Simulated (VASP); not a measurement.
Set up this calculation in VASP 6.6.1, as the native input.

```yaml
Task: single point
Functional: PBEsol
Dispersion: D3(BJ)
Potentials_or_basis: VASP PAW PBE potentials, release 64 (Sn_d, O)
Cutoff: 600 eV
k_mesh: 12 × 12 × 10
Occupations: gaussian, width 0.15 eV
Spin: no spin polarisation
Dipole_correction: no
Further_INCAR_settings: ALGO = Normal; EDIFF = 1e-06; NBANDS = 28
```

The structure of SnO lies in POSCAR:

```
SnO
1.0
    3.7703910616      0.0000000000      0.0000000000
    0.0000000000      3.7703910616      0.0000000000
    0.0000000000      0.0000000000      4.5633702865
Sn O
2 2
Direct
   -0.0229691135      0.4770308865      0.2342808307
    0.4770308865     -0.0229691135      0.7277636519
    0.0000000000      0.0000000000      0.0000000000
    0.5000000000      0.5000000000      0.0000000000
```

This cell differs from its parent crystal: all Sn atoms moved -0.150 Å, as atom 1 along Cartesian [1 1 1].

The input as run:

INCAR

```
  ALGO = Normal
  EDIFF = 1E-6
  ENCUT = 600
  GGA = PS
  GGA_COMPAT = F
  ISIF = 2
  ISMEAR = 0
  IVDW = 12
  LASPH = T
  LCHARG = F
  LREAL = F
  LWAVE = F
  NBANDS = 28
  NELM = 120
  PREC = Accurate
  SIGMA = 0.15
```

KPOINTS

```
k-points
0
Gamma
  12 12 10
```

Potentials or basis: VASP PAW PBE potentials, release 64 (Sn_d, O).

Command:

```bash
$ cat potpaw_PBE.64/Sn_d/POTCAR potpaw_PBE.64/O/POTCAR > POTCAR
$ mpirun -np 1 vasp_std > vasp.out
```

Results of the run:

```
Pressure                   : 1.2 GPa
Largest force              : 1.163 eV/Å
Band gap on the k mesh     : zero (bands 20 and 21 overlap by 0.46 eV)
Dispersion energy per atom : -0.233 eV
```

Caveat: the cell differs from its parent crystal (all Sn atoms moved -0.150 Å, as atom 1 along Cartesian [1 1 1]); semilocal functionals underestimate gaps, and a narrow one can read as zero; the PAW data sets were made with another functional, which shifts forces and pressure a little; spin-orbit coupling is left out, which moves the levels of the heavy elements.

Wall time 16 min on 1 thread of Oxide Virtual Turin-like Processor (shared host), peak memory 0.72 GiB.
